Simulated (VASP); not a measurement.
# TiAl (P-6m2) in VASP: notebook, part 2 of 2

VASP 6.6.1.

## 3. Single point, PBEsol, collinear spin (17.52 Å³/atom)

This run uses another cell than the first one, of 17.52 Å³/atom.

Input file INCAR:

```
PREC = Accurate
ENCUT = 520
EDIFF = 1E-6
ISMEAR = 0
SIGMA = 0.15
LREAL = F
LASPH = T
NELM = 150
ALGO = Fast
ISIF = 2
LWAVE = F
LCHARG = T
ISPIN = 2
MAGMOM = 0.25 0
LORBIT = 11
NUPDOWN = 0.25
LMAXMIX = 4
GGA = PS
LELF = T
LVHAR = T
NBANDS = 18
```

Input file KPOINTS:

```
regular mesh
0
Gamma
  21 21 12
```

Input file POSCAR:

```
TiAl
1.0
    2.9215484151      0.0000000000      0.0000000000
   -1.4607742075      2.5301351459      0.0000000000
    0.0000000000      0.0000000000      4.7392337000
Ti Al
1 1
Direct
    0.0000000000      0.0000000000      0.0000000000
    0.3333333333      0.6666666667      0.5000000000
```

Potentials or basis: VASP PAW PBE potentials, release 64 (Ti_sv, Al).

On the command line:

```bash
$ cat potpaw_PBE.64/Ti_sv/POTCAR potpaw_PBE.64/Al/POTCAR > POTCAR
$ mpirun -np 1 vasp_std > vasp.out
```

OUTCAR:

```text
PREC = Accurate
   ENCUT = 520
   EDIFF = 1E-6
   ISMEAR = 0
   LREAL = F
   LASPH = T
   NELM = 150
   ISIF = 2
   ISPIN = 2
   LORBIT = 11
   NUPDOWN = 0.25
   GGA = PS

 ion  position               nearest neighbor table
   1  0.000  0.000  0.000-   2 2.91   2 2.91   2 2.91   2 2.91   2 2.91   2 2.91
   2  0.333  0.667  0.500-   1 2.91   1 2.91   1 2.91   1 2.91   1 2.91   1 2.91

  LATTYP: Found a hexagonal cell.
 ALAT       =     2.9215484151
 C/A-ratio  =     1.6221650394

  Lattice vectors:

 A1 = (   2.9215484151,   0.0000000000,   0.0000000000)
 A2 = (  -1.4607742075,   2.5301351459,   0.0000000000)
 A3 = (   0.0000000000,   0.0000000000,   4.7392337000)

Analysis of symmetry for initial positions (statically):
=====================================================================
 Subroutine PRICEL returns:
 Original cell was already a primitive cell.

 Routine SETGRP: Setting up the symmetry group for a
 hexagonal supercell.

 Subroutine GETGRP returns: Found 12 space group operations
 (whereof 12 operations were pure point group operations)
 out of a pool of 24 trial point group operations.

The static configuration has the point symmetry D_3h.

Analysis of symmetry for dynamics (positions and initial velocities):
=====================================================================
 Subroutine PRICEL returns:
 Original cell was already a primitive cell.

 Routine SETGRP: Setting up the symmetry group for a
 hexagonal supercell.

 Subroutine GETGRP returns: Found 12 space group operations
 (whereof 12 operations were pure point group operations)
 out of a pool of 24 trial point group operations.

The dynamic configuration has the point symmetry D_3h.

Analysis of structural, dynamic, and magnetic symmetry:
=====================================================================
 Subroutine PRICEL returns:
 Original cell was already a primitive cell.

 Routine SETGRP: Setting up the symmetry group for a
 hexagonal supercell.

 Subroutine GETGRP returns: Found 12 space group operations
 (whereof 12 operations were pure point group operations)
 out of a pool of 24 trial point group operations.

The overall configuration has the point symmetry D_3h.

 Subroutine INISYM returns: Found 12 space group operations
 (whereof 12 operations are pure point group operations),
 and found     1 'primitive' translations

----------------------------------------------------------------------------------------

                                     Primitive cell

  volume of cell :      35.0320

  direct lattice vectors                    reciprocal lattice vectors
     2.921548415  0.000000000  0.000000000     0.342284247  0.197617902  0.000000000
    -1.460774208  2.530135146  0.000000000     0.000000000  0.395235805  0.000000000
     0.000000000  0.000000000  4.739233700     0.000000000  0.000000000  0.211004577

  length of vectors
     2.921548415  2.921548415  4.739233700     0.395235805  0.395235805  0.211004577

  position of ions in fractional coordinates (direct lattice)
     0.000000000  0.000000000  0.000000000
     0.333333333  0.666666667  0.500000000

  ion indices of the primitive-cell ions
   primitive index   ion index
                 1           1
                 2           2
[... 65 lines left out ...]
   ICHARG =      2    charge: 1-file 2-atom 10-const
   ISPIN  =      2    spin polarized calculation?
   LNONCOLLINEAR =      F non collinear calculations
   LSORBIT =      F    spin-orbit coupling
   LASPH  =      T    aspherical Exc in radial PAW
   ENCUT  =  520.0 eV  38.22 Ry    6.18 a.u.   5.43  5.43  8.81*2*pi/ulx,y,z
   NELM   =    150;   NELMIN=  2; NELMDL= -5     # of ELM steps
   EDIFF  = 0.1E-05   stopping-criterion for ELM
   LREAL  =      F    real-space projection
   EDIFFG = 0.1E-04   stopping-criterion for IOM
   NSW    =      0    number of steps for IOM
   IBRION =     -1    ionic relax: 0-MD 1-quasi-New 2-CG
   NFREE  =      0    steps in history (QN), initial steepest desc. (CG)
   ISIF   =      2    stress and relaxation
   ISYM   =      2    0-nonsym 1-usesym 2-fastsym
   POTIM  = 0.5000    time-step for ionic-motion
   TEBEG  =    0.0;   TEEND  =   0.0 temperature during run
   PSTRESS=    0.0 pullay stress
   NELECT =      15.0000    total number of electrons
   NUPDOWN=       0.2500    fix difference up-down
   EMIN   =  10.00;   EMAX   =-10.00  energy-range for DOS
   EFERMI =   0.00;   METHOD = LEGACY
   ISMEAR =     0;   SIGMA  =   0.15  broadening in eV -4-tet -1-fermi 0-gaus
   EFERMI_NEDOS =   21; number of points for ismear=-14 and -15
   IALGO  =     68    algorithm
   IMIX   =      4    mixing-type and parameters
     AMIX     =   0.40;   BMIX     =  1.00
     AMIX_MAG =   1.60;   BMIX_MAG =  1.00
  volume/ion in A,a.u.               =      17.52       118.20
  Fermi-wavevector in a.u.,A,eV,Ry     =   1.233910  2.331752 20.715343  1.522535
  Thomas-Fermi vector in A             =   2.368622
   LORBIT       =     11    0 simple, 1 ext, 2 COOP (PROOUT), +10 PAW based schemes
   GGA     = PS    functional components
   LHFCALC =     F    Hartree Fock is set to
   AEXX    =    0.0000 exact exchange contribution
   IVDW    =     0    specifies the selected vdW correction
   LEPSILON=     F    determine dielectric tensor
   LRPA    =     F    only Hartree local field effects (RPA)
 spin polarized calculation
 RMM-DIIS sequential band-by-band and
 Gauss-broadening in eV      SIGMA  =   0.15
  energy-cutoff  :      520.00
  volume of cell :       35.03
 maximum number of plane-waves:       968
 NGX is ok and might be reduce to    24
   NGX = 11   NGY = 11   NGZ = 17

 number of electron      14.9999996 magnetization       0.2500000

 Free energy of the ion-electron system (eV)
  ---------------------------------------------------
  ext. energy  EPLUGINS =         0.00000000
  ---------------------------------------------------
  free energy    TOTEN  =       -12.88204938 eV

  energy without entropy =      -12.85306477  energy(sigma->0) =      -12.86755708

 E-fermi :   7.2657     XC(G=0): -10.8184

 val. band max:        7.2897797771   @ k =   0.2857   0.2857   0.2500
 cond. band min:       7.2691873926   @ k =   0.4286   0.0952   0.3333
 fundamental gap:     -0.0205923846
 Fermi energy:         7.2931870280

 spin component 1

 k-point     1 :       0.0000    0.0000    0.0000
  band No.  band energies     occupation
      1     -49.2063      1.00000
      2     -25.6107      1.00000
      3     -25.2544      1.00000
      4     -25.2544      1.00000
      5      -1.4258      1.00000
      6       4.9507      1.00000
[... 493 lines left out ...]
     17      21.9197      0.00000
     18      22.8731      0.00000

 [... further k-points ...]

 spin component 2

 k-point     1 :       0.0000    0.0000    0.0000
  band No.  band energies     occupation
      1     -49.0734      1.00000
      2     -25.4932      1.00000
      3     -25.1129      1.00000
      4     -25.1129      1.00000
      5      -1.3702      1.00000
      6       5.1414      1.00000
[... 493 lines left out ...]
     17      21.9918      0.00000
     18      22.9788      0.00000

 [... further k-points ...]

------------------------ aborting loop because EDIFF is reached ----------------------------------------

  FORCE on cell =-STRESS in cart. coord.  units (eV):
  Direction    XX          YY          ZZ          XY          YZ          ZX
  --------------------------------------------------------------------------------------
  -------------------------------------------------------------------------------------
  Total       -1.5030765     -1.5030765     -1.8351812     -0.0000000     -0.0000000      0.0000000
  in kB      -68.7427256    -68.7427256    -83.9314244     -0.0000000     -0.0000000      0.0000000
  external PRESSURE =     -73.8056252 kB  Pullay stress =       0.0000000 kB

 VOLUME and BASIS-vectors are now :
 -----------------------------------------------------------------------------
  energy-cutoff  :      520.00
  volume of cell :       35.03
      direct lattice vectors                 reciprocal lattice vectors
     2.921548415  0.000000000  0.000000000     0.342284247  0.197617902  0.000000000
    -1.460774208  2.530135146  0.000000000     0.000000000  0.395235805  0.000000000
     0.000000000  0.000000000  4.739233700     0.000000000  0.000000000  0.211004577

 POSITION                                       TOTAL-FORCE (eV/Angst)
 -----------------------------------------------------------------------------------
      0.00000      0.00000      0.00000        -0.000000      0.000000      0.000000
     -0.00000      1.68676      2.36962         0.000000     -0.000000      0.000000
 -----------------------------------------------------------------------------------
    total drift:                                0.000000     -0.000000      0.000000

  FREE ENERGIE OF THE ION-ELECTRON SYSTEM (eV)
  ---------------------------------------------------
  free  energy   TOTEN  =       -12.8820493826 eV

  energy  without entropy=      -12.8530647713  energy(sigma->0) =      -12.86755708

 total charge

# of ion       s       p       d       tot
------------------------------------------
    1        2.210   6.121   1.868  10.199
    2        0.425   0.356   0.000   0.781
--------------------------------------------------
tot          2.635   6.477   1.868  10.981

 magnetization (x)

# of ion       s       p       d       tot
------------------------------------------
    1        0.002   0.014   0.136   0.152
    2       -0.000   0.003   0.000   0.003
--------------------------------------------------
tot          0.002   0.017   0.136   0.155
```

OSZICAR:

```text
N       E                     dE             d eps       ncg     rms          rms(c)
DAV:   1     0.106007721989E+03    0.10601E+03   -0.66291E+03 24240   0.831E+02
DAV:   2    -0.829835760612E+01   -0.11431E+03   -0.10848E+03 24642   0.247E+02
DAV:   3    -0.144325288684E+02   -0.61342E+01   -0.60073E+01 32934   0.557E+01
DAV:   4    -0.146041376174E+02   -0.17161E+00   -0.17095E+00 29042   0.833E+00
DAV:   5    -0.146095505095E+02   -0.54129E-02   -0.54119E-02 29958   0.146E+00    0.924E+00
RMM:   6    -0.132229355653E+02    0.13866E+01   -0.31123E+00 31238   0.147E+01    0.324E+00
RMM:   7    -0.129058778516E+02    0.31706E+00   -0.19208E-01 33217   0.335E+00    0.166E+00
RMM:   8    -0.128809180437E+02    0.24960E-01   -0.16284E-01 34168   0.251E+00    0.873E-01
RMM:   9    -0.128843206565E+02   -0.34026E-02   -0.50941E-02 34380   0.207E+00    0.565E-01
RMM:  10    -0.128811990196E+02    0.31216E-02   -0.17756E-02 36876   0.842E-01    0.168E-01
RMM:  11    -0.128817418586E+02   -0.54284E-03   -0.65780E-03 37510   0.513E-01    0.129E-01
RMM:  12    -0.128819661359E+02   -0.22428E-03   -0.23374E-03 38606   0.363E-01    0.437E-02
RMM:  13    -0.128820016576E+02   -0.35522E-04   -0.54570E-04 38855   0.138E-01    0.514E-02
RMM:  14    -0.128820349061E+02   -0.33249E-04   -0.25911E-04 39115   0.106E-01    0.738E-03
RMM:  15    -0.128820420047E+02   -0.70986E-05   -0.73173E-05 38353   0.427E-02    0.196E-02
RMM:  16    -0.128820470834E+02   -0.50787E-05   -0.31610E-05 35154   0.310E-02    0.644E-03
RMM:  17    -0.128820486150E+02   -0.15316E-05   -0.12063E-05 31672   0.192E-02    0.344E-03
RMM:  18    -0.128820493826E+02   -0.76757E-06   -0.53458E-06 28583   0.128E-02
   1 F= -.12882049E+02 E0= -.12867557E+02  d E =-.289846E-01  mag=     0.2500
```

stdout:

```text
POSCAR found type information on POSCAR TiAl
 POSCAR found :  2 types and       2 ions
 scaLAPACK will be used
 -----------------------------------------------------------------------------
|                                                                             |
|                                                                             |
[... 24 lines left out ...]
WARNING in EDDRMM: call to ZHEGV failed, returncode =   6  3     12
WARNING in EDDRMM: call to ZHEGV failed, returncode =   6  3      5
WARNING in EDDRMM: call to ZHEGV failed, returncode =   6  3     13
WARNING in EDDRMM: call to ZHEGV failed, returncode =   6  3      8
WARNING in EDDRMM: call to ZHEGV failed, returncode =   8  4      5
WARNING in EDDRMM: call to ZHEGV failed, returncode =   6  3      7
WARNING in EDDRMM: call to ZHEGV failed, returncode =   6  3      9
WARNING in EDDRMM: call to ZHEGV failed, returncode =   6  3      5
```

It took 5.8 min on 1 thread of AMD EPYC 9R45 (Zen 5), shared host; peak memory 0.39 GiB.

What came out:

* Free energy: -12.8820 eV
* Pressure: -7.4 GPa
* Net moment: 0.25 μB per cell
* Site moments: Ti +0.15; Al +0.00 μB
* Valence electrons inside the program's atomic spheres: Ti 10.20; Al 0.78

Stress tensor (GPa, compression positive):
```
-6.87  0.00  0.00
 0.00 -6.87  0.00
 0.00  0.00 -8.39
```

Caveat: the cell stands under tension; the PAW data sets were made with another functional, which shifts forces and pressure a little; the total moment is fixed, so each spin has its own Fermi level.

## 4. Single point, PBEsol, collinear spin (17.52 Å³/atom)

This run uses another cell than the first one, of 17.52 Å³/atom.

Input file INCAR:

```
SYSTEM = TiAl
PREC = Accurate ; ENCUT = 520
EDIFF = 1E-6 ; ISMEAR = 0
SIGMA = 0.15 ; LREAL = .False.
LASPH = .True. ; NELM = 150
ALGO = Normal ; ISIF = 2
LWAVE = .False. ; LCHARG = .False.
ISPIN = 2 ; MAGMOM = 0.375 0
LORBIT = 11 ; NUPDOWN = 0.375
LMAXMIX = 4 ; GGA = PS
NBANDS = 18
```

Input file KPOINTS:

```
Automatic mesh
0
Gamma
  21 21 12
  0 0 0
```

POSCAR is that of step 3.

On the command line:

```bash
$ cat potpaw_PBE.64/Ti_sv/POTCAR potpaw_PBE.64/Al/POTCAR > POTCAR
$ mpirun -np 1 vasp_std > vasp.out
```

It took 2.3 min on 1 thread of Intel Xeon 6975P-C (Granite Rapids), shared host; peak memory 0.42 GiB.

The run converged. Its results:

```yaml
Free_energy: -12.8796 eV
Pressure: -7.4 GPa
Net_moment: 0.38 μB per cell
Site_moments: Ti +0.23; Al +0.00 μB
Valence_electrons_inside_the_program's_atomic_spheres: Ti 10.20; Al 0.78
```

Stress tensor (GPa, compression positive):
```
-6.77  0.00  0.00
 0.00 -6.77  0.00
 0.00  0.00 -8.59
```

Caveat: the cell stands under tension; the PAW data sets were made with another functional, which shifts forces and pressure a little; the total moment is fixed, so each spin has its own Fermi level.

## 5. The runs side by side

```tsv
fixed moment (μB)	cell	pressure (GPa)	moment (μB)
0.625	a = 2.885, b = 2.885, c = 4.680 Å, angles 90.0, 90.0, 120.0°, 2 atoms	-3.8	0.62
0.25	a = 2.922, b = 2.922, c = 4.739 Å, angles 90.0, 90.0, 120.0°, 2 atoms	-7.4	0.25
0.375	a = 2.922, b = 2.922, c = 4.739 Å, angles 90.0, 90.0, 120.0°, 2 atoms	-7.4	0.38
```

Alike in all rows: task single point; level PBEsol; potentials or basis VASP PAW PBE potentials, release 64 (Ti_sv, Al); spin collinear; k mesh 21 × 21 × 12; cutoff (eV) 520; smearing gaussian 0.15 eV.

Caveats: the cell stands under tension; the PAW data sets were made with another functional, which shifts forces and pressure a little; the total moment is fixed, so each spin has its own Fermi level.

Absolute energies hang on the potentials; compare differences alone.
